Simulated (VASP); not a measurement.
Wanted: the native input for a VASP 6.6.1 run.

| Quantity | Value |
| --- | --- |
| Task | single point |
| Functional | PBE |
| Potentials or basis | VASP PAW PBE potentials, release 64 (Si, W_sv) |
| Cutoff | 520 eV |
| k mesh | 9 × 9 × 6 |
| Occupations | gaussian, width 0.03 eV |
| Spin | no spin polarisation |
| Dipole correction | no |
| Further INCAR settings | ALGO = Normal; EDIFF = 1e-07; NBANDS = 43 |

The structure of Si2W lies in POSCAR:

```
Si2W
1.0
    4.4975331999      0.0000000000      0.0000000000
   -2.2487666000      3.8949780055      0.0000000000
    0.0000000000      0.0000000000      6.9968123992
Si W
6 3
Direct
    0.8613670885      0.7227341769      0.5000000000
    0.1386329115      0.8613670885      0.8333333333
    0.7227341769      0.8613670885      0.1666666667
    0.1386329115      0.2772658231      0.5000000000
    0.8613670885      0.1386329115      0.8333333333
    0.2772658231      0.1386329115      0.1666666667
    0.0000000000      0.5000000000      0.1666666667
    0.5000000000      0.5000000000      0.8333333333
    0.5000000000      0.0000000000      0.5000000000
```

This cell differs from its parent crystal: atoms shifted along a free coordinate, c/a of the conventional cell at fixed volume 1.5557.

These files were run (other wordings do the same):

INCAR

```
SYSTEM = Si2W
PREC = Accurate
ENCUT = 520
EDIFF = 1E-7
ISMEAR = 0
SIGMA = 0.03
LREAL = .FALSE.
LASPH = .TRUE.
NELM = 80
ALGO = Normal
ISIF = 2
LWAVE = .FALSE.
LCHARG = .FALSE.
GGA = PE
NBANDS = 43
```

KPOINTS

```
Automatic mesh
0
G
  9 9 6
  0 0 0
```

Potentials or basis: VASP PAW PBE potentials, release 64 (Si, W_sv).

The run is started by

```console
$ cat potpaw_PBE.64/Si/POTCAR potpaw_PBE.64/W_sv/POTCAR > POTCAR
$ mpirun -np 1 vasp_std > vasp.out
```

Results of the run:

* Pressure: 9.1 GPa
* Largest force: 5.360 eV/Å
* Band gap on the k mesh: zero (bands 33 and 34 overlap by 0.36 eV)

Caveat: the cell stands under pressure; spin-orbit coupling is left out, which moves the levels of the heavy elements; forces of over 1 eV/Å act on the atoms, so gaps and moduli don't describe the material at rest.

Wall time 2.3 min on 1 thread of Intel(R) Xeon(R) 6975P-C (Granite Rapids), on a shared host, peak memory 0.35 GiB.
